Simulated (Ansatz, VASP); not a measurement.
# One calculation of Ge16H, two programs

```
CELL_PARAMETERS angstrom
0.00000 5.66000 5.66000
5.66000 0.00000 5.66000
5.66000 5.66000 0.00000
ATOMIC_POSITIONS crystal
Ge 0.99038 0.99003 0.00290
Ge 0.16189 0.16065 0.01483
Ge 0.01838 0.01801 0.44373
Ge 0.11428 0.11377 0.62322
Ge 0.99029 0.51522 0.00391
Ge 0.11838 0.61769 0.14557
Ge 0.99743 0.49037 0.52100
Ge 0.11506 0.64551 0.62450
Ge 0.51637 0.98932 0.00391
Ge 0.61803 0.11812 0.14563
Ge 0.49089 0.99690 0.52107
Ge 0.64598 0.11461 0.62459
Ge 0.49498 0.49469 0.01418
Ge 0.61825 0.61730 0.14513
Ge 0.49140 0.49098 0.52036
Ge 0.62052 0.62000 0.63909
H 0.24655 0.24623 0.76360
```

Alike in both runs: functional PBE; k mesh 2 × 2 × 2; occupations fermi-dirac, width 0.05 eV; no spin polarisation.

Ansatz relaxed the structure, and its values are those at the end. VASP's run is a single point on that final structure, the one shown.

|  | VASP | Ansatz |
| --- | --- | --- |
| version | VASP 6.6.1 | Ansatz 0.2.0 |
| potentials or method | VASP PAW PBE potentials, release 64 (Ge_d, H), cutoff 520 eV | scalar-relativistic, plane waves, PAW |
| valence electrons in the cell | 225 | 225 |

```tsv
	VASP	Ansatz	Ansatz less VASP
rms of the force components (eV/Å)	0.021	0.021	-0.0005
```

The k mesh is coarse, so the values compare programs but aren't converged.
